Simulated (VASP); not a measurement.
Wanted: the native input for a VASP 6.6.1 run.

```
Task                   : single point
Functional             : PBE
Potentials or basis    : VASP PAW PBE potentials, release 64 (Ga_d, As)
Cutoff                 : 520 eV
k mesh                 : 11 × 11 × 11
Occupations            : fermi-dirac, width 0.05 eV
Spin                   : no spin polarisation
Dipole correction      : no
Further INCAR settings : ALGO = Normal; EDIFF = 1e-06; NBANDS = 16
```

The structure of GaAs lies in POSCAR:

```
GaAs
1.0
    0.0000000000      2.8268500000      2.8268500000
    2.8268500000      0.0000000000      2.8268500000
    2.8268500000      2.8268500000      0.0000000000
Ga As
1 1
Direct
    0.0000000000      0.0000000000      0.0000000000
    0.7500000000      0.7500000000      0.7500000000
```

These files were run (other wordings do the same):

INCAR

```
SYSTEM = GaAs
PREC = Accurate
ENCUT = 520
EDIFF = 1E-6
ISMEAR = -1
SIGMA = 0.05
LREAL = .FALSE.
LASPH = .TRUE.
NELM = 60
ALGO = Normal
ISIF = 2
LWAVE = .FALSE.
LCHARG = .FALSE.
GGA = PE
NBANDS = 16
```

KPOINTS

```
Automatic mesh
0
G
  11 11 11
  0 0 0
```

Potentials or basis: VASP PAW PBE potentials, release 64 (Ga_d, As).

Command:

```bash
$ cat potpaw_PBE.64/Ga_d/POTCAR potpaw_PBE.64/As/POTCAR > POTCAR
$ mpirun -np 1 vasp_std > vasp.out
```

Results of the run:

* Pressure: 3.5 GPa
* Band gap on the k mesh: 0.52 eV, direct

It took 110 s on 1 thread of Intel Xeon 8259CL, with other jobs on the host, peak memory 0.19 GiB.
